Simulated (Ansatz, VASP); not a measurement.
## KCl: VASP beside Ansatz

INCAR

```
SYSTEM = KCl
  PREC = Accurate
  ENCUT = 520
  EDIFF = 1E-7
  ISMEAR = -1
  SIGMA = 0.03
  LREAL = .False.
  LASPH = .True.
  NELM = 80
  ALGO = Normal
  ISIF = 2
  LWAVE = .False.
  LCHARG = .False.
  NBANDS = 15
```

KPOINTS

```
Automatic mesh
0
Gamma
  7 7 7
  0 0 0
```

File POSCAR:

```
KCl
1.0
   -0.0315610000      3.1403195000      3.1403195000
    3.1403195000     -0.0315610000      3.1403195000
    3.1403195000      3.1403195000     -0.0315610000
K Cl
1 1
Direct
    0.0000000000      0.0000000000      0.0000000000
    0.5000000000      0.5000000000      0.5000000000
```

Input for Ansatz:

```yaml
crystal:
  lattice:
    - [-0.031561, 3.1403195, 3.1403195]
    - [3.1403195, -0.031561, 3.1403195]
    - [3.1403195, 3.1403195, -0.031561]
  atoms:
    - { symbol: K, position: [0.0, 0.0, 0.0] }
    - { symbol: Cl, position: [0.5, 0.5, 0.5] }
kpoints:
  mp_grid: { grid: [7, 7, 7] }
  band_path:
    path:
      - [0.0, 0.0, 0.0]
      - [0.5, 0.5, 0.5]
      - [0.2525443832, 0.5, 0.7474556168]
      - [-0.2525443832, 0.2525443832, 0.5]
      - [0.0, 0.0, 0.5]
      - [0.0, 0.0, 0.0]
      - [-0.3762721916, 0.0, 0.3762721916]
      - [0.0, 0.3762721916, 0.6237278084]
      - [0.0, 0.5, 0.5]
    npoints: 5
scf:
  occupations: { method: fermi_dirac, width: 0.03 }
hamiltonian:
  xc: lda
  pseudopotentials: { kind: all_electron, lapw: { basis_error: 0.001 } }
output:
  forces: true
  stress: true
  eigenvalues: true
```

Change from the starting cell: equal xy, yz and zx shear strains of -1 %.

Alike in both runs: task single point; functional LDA; k mesh 7 × 7 × 7; occupations fermi-dirac, width 0.03 eV; no spin polarisation.

```csv
,VASP,Ansatz
version,VASP 6.6.1,Ansatz 0.2.0
potentials or method,"VASP PAW LDA potentials, release 64 (K_sv, Cl), cutoff 520 eV","all-electron LAPW, scalar-relativistic"
```

|  | VASP | Ansatz | Ansatz less VASP |
| --- | --- | --- | --- |
| gap on the k mesh at the Fermi level (eV) | 4.70 | 4.69 | -0.004 |
| pressure (GPa) | -2.0 | -2.1 | -0.04 |
| traceless stress, the component that is largest in VASP (GPa) | 0.07 | 0.07 | +0.001 |

LDA's correlation is that of Perdew and Zunger in VASP and of Perdew and Wang (1992) in Ansatz. Ansatz ran all-electron here, and VASP with PAW potentials.
